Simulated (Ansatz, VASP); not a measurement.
# One calculation of C, two programs

```
C
1.0
    -2.41780   -1.60625    3.38219
     2.39353   -1.48357    3.41636
     0.09411    2.80117    3.27699
C
8
Direct
  0.15475 0.16962 0.14709
  0.69059 0.65182 0.16195
  0.64015 0.20775 0.64180
  0.20454 0.66090 0.65573
  0.80777 0.86808 0.81951
  0.27369 0.31362 0.84779
  0.38984 0.82653 0.30185
  0.83866 0.30168 0.42428
```

Change from the starting cell: all atoms moved at random (sigma 0.1 Å a component), cell strained at random (sigma 0.03).

Alike in both runs: task single point; functional r2SCAN; k mesh 6 × 6 × 6; occupations gaussian, width 0.05 eV; no spin polarisation.

```csv
,VASP,Ansatz
version,VASP 6.6.1,Ansatz 0.2.0
potentials or method,"VASP PAW PBE potentials, release 64 (C), cutoff 520 eV","scalar-relativistic, plane waves, PAW"
valence electrons in the cell,32,32
```

```tsv
	VASP	Ansatz	Ansatz less VASP
gap on the k mesh at the Fermi level (eV)	0.16	0.16	-0.003
least direct gap on the mesh (eV)	0.59	0.59	-0.003
pressure (GPa)	19.5	18.7	-0.77
traceless stress, the component that is largest in VASP (GPa)	-18.29	-17.47	+0.820
rms of the force components (eV/Å)	9.064	8.972	-0.0921
```

VASP's potentials were made for PBE, not for r2SCAN. Atom by atom the forces differ by 0.108 eV/Å (rms over components). With one functional, cell and mesh, what is left measures potentials, basis and numerics.
